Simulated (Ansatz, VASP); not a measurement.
**Two plane-wave programs on SnTe**

POSCAR

```
SnTe
1.0
    0.0000000000      3.6111460000      3.6111460000
    3.6111460000      0.0000000000      3.6111460000
    3.6111460000      3.6111460000      0.0000000000
Te Sn
1 1
Direct
    0.2500000000      0.2500000000      0.2500000000
    0.0000000000      0.0000000000      0.0000000000
```

The input INCAR.step1:

```
PREC = Accurate
ENCUT = 520
EDIFF = 1E-5
ISMEAR = -1
SIGMA = 0.05
LREAL = F
LASPH = T
NELM = 60
ALGO = Normal
ISIF = 2
LWAVE = T
LCHARG = F
GGA = PE
NBANDS = 17
```

File INCAR.step2:

```
PREC = Accurate
ENCUT = 520
EDIFF = 1E-6
ISMEAR = -1
SIGMA = 0.05
LREAL = F
LASPH = T
NELM = 60
ALGO = Normal
ISIF = 2
LWAVE = F
LCHARG = F
GGA = PS
LHFCALC = T
AEXX = 0.25
HFSCREEN = 0.207
PRECFOCK = Normal
ISTART = 1
NBANDS = 17
```

Contents of KPOINTS:

```
Automatic mesh
0
Gamma
  4 4 4
```

The input input:

```
crystal:
  lattice:
    - [0.0, 3.611146, 3.611146]
    - [3.611146, 0.0, 3.611146]
    - [3.611146, 3.611146, 0.0]
  atoms:
    - { symbol: Te, position: [0.25, 0.25, 0.25] }
    - { symbol: Sn, position: [0.0, 0.0, 0.0] }
hamiltonian:
  xc:
    exchange: hjs_pbesol
    correlation: pbesol
    exx: { coeff: 0.25, omega: 0.207 }
  pseudopotentials: { kind: paw }
kpoints:
  mp_grid: { grid: [4, 4, 4] }
  band_path:
    path:
      - [[0.0, 0.0, 0.0], [0.5, 0.0, 0.5], [0.5, 0.25, 0.75], [0.375, 0.375, 0.75], [0.0, 0.0, 0.0], [0.5, 0.5, 0.5], [0.625, 0.25, 0.625], [0.5, 0.25, 0.75], [0.5, 0.5, 0.5], [0.375, 0.375, 0.75]]
      - [[0.625, 0.25, 0.625], [0.5, 0.0, 0.5]]
    npoints: 4
scf:
  occupations: { method: fermi_dirac, width: 0.05 }
  n_extra_bands: 6
output:
  forces: true
  stress: true
  eigenvalues: true
  fatbands: false
```

Alike in both runs: functional PBEsol-based screened hybrid; k mesh 4 × 4 × 4; occupations fermi-dirac, width 0.05 eV; no spin polarisation.

```csv
,VASP,Ansatz
version,VASP 6.6.1,Ansatz 0.2.0
potentials or method,"VASP PAW PBE potentials, release 64 (Te, Sn_d)",Ansatz PAW
plane-wave cutoff (eV),520,420
valence electrons in the cell,20,30
task,single point,band structure
```

```tsv
	VASP	Ansatz	Ansatz less VASP
gap on the k mesh at the Fermi level (eV)	0.31	0.32	+0.019
least direct gap on the mesh (eV)	1.10	1.12	+0.019
pressure (GPa)	-1.7	-1.5	+0.12
```

VASP's potentials were made for PBE, not for PBEsol-based screened hybrid. With one functional, cell and mesh, what is left measures potentials, basis and numerics. VASP's potentials hold 20 valence electrons a cell and Ansatz's 30, so a difference there can come from the potentials and not from the codes.

Neither program's run includes spin-orbit coupling.
